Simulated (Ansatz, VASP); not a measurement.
# One calculation of Pt, two programs

INCAR

```
SYSTEM = Pt
PREC = Accurate ; ENCUT = 520
EDIFF = 1E-6 ; ISMEAR = 0
SIGMA = 0.15 ; LREAL = .FALSE.
LASPH = .TRUE. ; NELM = 100
ALGO = Fast ; ISIF = 2
LWAVE = .FALSE. ; LCHARG = .FALSE.
GGA = PS ; NBANDS = 11
```

The input KPOINTS:

```
regular mesh
0
G
  26 26 26
  0 0 0
```

POSCAR

```
Pt
1.0
   -1.5604706012      1.5604706012      1.6072847192
    1.5604706012     -1.5604706012      1.6072847192
    1.5604706012      1.5604706012     -1.6072847192
Pt
1
Direct
    0.0000000000      0.0000000000      0.0000000000
```

Input for Ansatz:

```yaml
crystal:
  lattice:
    - [-1.5604706012, 1.5604706012, 1.6072847192]
    - [1.5604706012, -1.5604706012, 1.6072847192]
    - [1.5604706012, 1.5604706012, -1.6072847192]
  atoms:
    - { symbol: Pt, position: [0.0, 0.0, 0.0] }
basis:
  ecutwfc: 420
kpoints:
  mp_grid: { grid: [26, 26, 26] }
hamiltonian:
  xc: pbesol
scf:
  occupations: { method: gaussian, width: 0.15 }
output:
  forces: true
  stress: true
  eigenvalues: true
```

Change from the starting cell: strain +0.000 along x and y, +0.030 along z, atoms carried along.

Alike in both runs: task single point; functional PBEsol; k mesh 26 × 26 × 26; occupations gaussian, width 0.15 eV; no spin polarisation.

```csv
,VASP,Ansatz
version,VASP 6.6.1,Ansatz 0.2.0
potentials or method,"VASP PAW PBE potentials, release 64 (Pt), cutoff 520 eV","scalar-relativistic, plane waves, PAW"
valence electrons in the cell,10,18
```

Ansatz gave:

```
gap on the k mesh at the Fermi level (eV)                     : none
pressure (GPa)                                                : -7.5
traceless stress, the component that is largest in VASP (GPa) : 1.72
```

Q: Estimate VASP's values.

A: gap on the k mesh at the Fermi level (eV): none; pressure (GPa): -7.9; traceless stress, the component that is largest in VASP (GPa): 1.72.

VASP's potentials were made for PBE, not for PBEsol. A gap of «none» marks a metal or a gap that the smearing closes. VASP's potentials hold 10 valence electrons a cell and Ansatz's 18, so a difference there can come from the potentials and not from the codes.

Neither program's run includes spin-orbit coupling.
